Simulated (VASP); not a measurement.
Set up this calculation in VASP 6.6.1, as the native input.

| Property | Result |
| --- | --- |
| Task | relaxation of cell and atoms |
| Functional | r2SCAN |
| Potentials or basis | VASP PAW PBE potentials, release 64 (Ni, B, Au) |
| Cutoff | 660 eV |
| k mesh | 10 × 10 × 10 |
| Occupations | gaussian, width 0.1 eV |
| Spin | no spin polarisation |
| Dipole correction | no |
| Further INCAR settings | ALGO = Normal; EDIFF = 1e-07; IBRION = 2; EDIFFG = -0.01; NSW = 100; ISIF = 3 |

The system is NiB3Au.

```xyz
5
Lattice="4.1072 0.0000 0.0000 0.0000 4.1072 0.0000 0.0000 0.0000 4.1072" Properties=species:S:1:pos:R:3 pbc="T T T"
Ni    0.0000    0.0000    0.0000
B     0.0000    2.0536    2.0536
B     2.0536    0.0000    2.0536
B     2.0536    2.0536    0.0000
Au    2.0536    2.0536    2.0536
```

The input as run:

POSCAR

```
NiB3Au
1.0
    4.1072017806      0.0000000000      0.0000000000
    0.0000000000      4.1072017806      0.0000000000
    0.0000000000      0.0000000000      4.1072017806
Ni B Au
1 3 1
Direct
    0.0000000000      0.0000000000      0.0000000000
    0.0000000000      0.5000000000      0.5000000000
    0.5000000000      0.0000000000      0.5000000000
    0.5000000000      0.5000000000      0.0000000000
    0.5000000000      0.5000000000      0.5000000000
```

INCAR.step1

```
PREC = Accurate
ENCUT = 660
ISMEAR = 0
SIGMA = 0.1
LREAL = F
LASPH = T
NELM = 120
GGA = PE
ALGO = Normal
EDIFF = 1E-5
LWAVE = T
LCHARG = F
GGA_COMPAT = F
IBRION = 2
ISIF = 3
EDIFFG = -0.005
NELMIN = 4
NSW = 100
```

INCAR.step2

```
PREC = Accurate
ENCUT = 660
EDIFF = 1E-7
ISMEAR = 0
SIGMA = 0.1
LREAL = F
LASPH = T
NELM = 120
ALGO = Normal
ISIF = 3
LWAVE = F
LCHARG = F
METAGGA = R2SCAN
LMIXTAU = T
IBRION = 2
NSW = 100
EDIFFG = -0.01
ISTART = 1
GGA_COMPAT = F
NELMIN = 4
```

KPOINTS

```
regular mesh
0
Gamma
  10 10 10
```

Potentials or basis: VASP PAW PBE potentials, release 64 (Ni, B, Au).

The run is started by

```bash
$ cat potpaw_PBE.64/Ni/POTCAR potpaw_PBE.64/B/POTCAR potpaw_PBE.64/Au/POTCAR > POTCAR
$ cp INCAR.step1 INCAR
$ mpirun -np 1 vasp_std > vasp.out
$ cp INCAR.step2 INCAR
$ mpirun -np 1 vasp_std > vasp.out
```

It gave:

```yaml
Relaxed_volume: 13.89 Å³/atom
Relaxed_cell: a = 4.111 Å, b = 4.111 Å, c = 4.111 Å, α = 90.00°, β = 90.00°, γ = 90.00°
Space_group_after_relaxing_to_0.1_Å: Pm-3m (No. 221)
Energy_gained_by_relaxing: 0.0 meV/atom
Ionic_steps: 2
Pressure_after_relaxing: -0.1 GPa
Band_gap_on_the_k_mesh: zero (bands 15 and 16 overlap by 1.62 eV)
```

Caveat: the PAW data sets were made with another functional, which shifts forces and pressure a little; spin-orbit coupling is left out, which moves the levels of the heavy elements.

It took 12 min on 1 thread of AMD EPYC 9R45 96-Core Processor (Zen 5), with other jobs on the host, peak memory 0.29 GiB.
